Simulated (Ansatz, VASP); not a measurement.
## Two plane-wave programs on Ti2CuP3

```
P Ti Cu
1.0
     3.45118    0.00000    0.00000
     0.00000    3.45118    0.00000
     0.00000    0.00000    7.57752
P Ti Cu
3 2 1
Direct
  0.00000 0.50000 0.37762
  0.50000 0.00000 0.62238
  0.50000 0.50000 0.00000
  0.00000 0.50000 0.71953
  0.50000 0.00000 0.28047
  0.00000 0.00000 0.00000
```

Alike in both runs: functional r2SCAN; k mesh 5 × 5 × 3; occupations tetrahedron; no spin polarisation; Hubbard terms Cu d U = 6.13 eV, Ti d U = 3.91 eV.

Ansatz relaxed the structure, and its values are those at the end. VASP's run is a single point on that final structure, the one shown.

|  | VASP | Ansatz |
| --- | --- | --- |
| version | VASP 6.6.1 | Ansatz 0.2.0 |
| potentials or method | VASP PAW PBE potentials, release 64 (P, Ti_sv, Cu_sv_GW), cutoff 770 eV | PAW plane waves |
| valence electrons in the cell | 58 | 58 |

Ansatz gave:

- gap on the k mesh at the Fermi level (eV): none
- pressure (GPa): 0.0
- rms of the force components (eV/Å): 0.000

Which values does VASP return?

gap on the k mesh at the Fermi level (eV): none; pressure (GPa): -0.9; rms of the force components (eV/Å): 0.068.

VASP's potentials were made for PBE, not for r2SCAN. The programs project onto different local orbitals, so the same U acts differently, and such runs can settle in different states. A gap of «none» marks a metal or a gap that the smearing closes. Ansatz's warnings: band table not solved further, filled band counts differ across k points, forces under tetrahedra, tetrahedron derivatives may miss energy slope.

The k mesh is coarse, so the values compare programs but aren't converged.
